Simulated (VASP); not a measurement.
Runs of VASP 6.6.1 on Ba. The structure is that of space group Im-3m (No. 229), or close to it. The cells are those of the table. 

```tsv
task	cell	k mesh	cutoff (eV)	smearing	gap on the mesh (eV)	pressure (GPa)	relaxed volume (Å³/atom)
single point	a = 4.352 Å, angles 109.5°, 1 atom	6 × 6 × 6	520	gaussian 0.1 eV	none	0.1	-
relaxation of cell and atoms	relaxed from a = 4.352 Å, angles 109.5°, 1 atom	10 × 10 × 10	600	gaussian 0.1 eV	none	0.0	(a)
relaxation of cell and atoms	relaxed from a = 4.351 Å, angles 109.5°, 1 atom	12 × 12 × 12	600	fermi-dirac 0.15 eV	none	0.0	64.12
single point	a = 4.359 Å, angles 109.5°, 1 atom	12 × 12 × 12	520	fermi-dirac 0.15 eV	none	0.0	-
```

Alike in all rows: level PBE; potentials or basis VASP PAW PBE potentials, release 64 (Ba_sv); no spin polarisation.

Task: Estimate the missing entries.

Result: (a) 63.61.

Caveats: spin-orbit coupling is left out, which moves the levels of the heavy elements.

A k mesh can miss the band edges, and the runs leave out spin-orbit coupling on Ba.

A gap of «none» marks levels without a gap at the run's occupations.
